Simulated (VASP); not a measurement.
A run of VASP 6.6.1 is set up as follows.

INCAR

```
ALGO     = Normal         # electronic algorithm
EDIFF    = 1E-6           # SCF threshold, eV
ENCUT    = 500            # plane-wave cutoff, eV
GGA      = PE             # functional
GGA_COMPAT= False        
ISIF     = 2              # what is computed and relaxed
ISMEAR   = 0              # smearing method
IVDW     = 12             # dispersion correction
LASPH    = True           # aspherical terms in the spheres
LCHARG   = False          # write CHGCAR
LREAL    = False          # projectors in reciprocal space
LWAVE    = False          # write WAVECAR
NBANDS   = 20             # bands
NELM     = 120            # most SCF steps
PREC     = Accurate       # precision mode
SIGMA    = 0.05           # smearing width, eV
```

Contents of KPOINTS:

```
k-points
0
Gamma
  12 12 6
```

POSCAR

```
MoS2
1.0
    3.2482853719      0.0000000000      0.0000000000
   -1.6241426860      2.8130976508      0.0000000000
    0.0000000000      0.0000000000      6.4965707437
Mo S
1 2
Direct
    0.0000000000      0.0000000000      0.0000000000
    0.3333333333      0.6666666667      0.2357940733
    0.3333333333      0.6666666667      0.7642059267
```

Potentials or basis: VASP PAW PBE potentials, release 64 (Mo_sv, S).

Launch:

```console
$ cat potpaw_PBE.64/Mo_sv/POTCAR potpaw_PBE.64/S/POTCAR > POTCAR
$ mpirun -np 1 vasp_std > vasp.out
```

(1) Estimate the pressure.

(2) What does it give for the dispersion energy per atom?

(3) Estimate the largest force.

(4) Estimate the band gap on the k mesh.

Results:

(1) -4.6 GPa.

(2) -0.381 eV.

(3) 0.005 eV/Å.

(4) 0.62 eV, indirect (least direct gap 1.42 eV).
